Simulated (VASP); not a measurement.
Input of a VASP 6.6.1 run:

INCAR

```
SYSTEM = Rh
ALGO = Fast
EDIFF = 1E-6
ENCUT = 520
ISIF = 2
ISMEAR = 0
LASPH = .TRUE.
LCHARG = .FALSE.
LREAL = .FALSE.
LWAVE = .FALSE.
NBANDS = 14
NELM = 100
PREC = Accurate
SIGMA = 0.1
```

File KPOINTS:

```
k-points
0
G
  18 18 18
  0 0 0
```

Contents of POSCAR:

```
Rh
1.0
    0.0000000000      1.9029860900      1.9029860900
    1.9029860900      0.0000000000      1.9029860900
    1.9029860900      1.9029860900      0.0000000000
Rh
1
Direct
    0.0000000000      0.0000000000      0.0000000000
```

Potentials or basis: VASP PAW LDA potentials, release 64 (Rh_pv).

Command:

```console
$ cat potpaw_LDA.64/Rh_pv/POTCAR > POTCAR
$ mpirun -np 1 vasp_std > vasp.out
```

Q: Estimate the pressure.

A: -11.0 GPa.

Q: Predict the band gap on the k mesh.

A: Zero (an odd number of electrons rules out a gap without spin polarisation).

Caveat: the cell stands under tension.
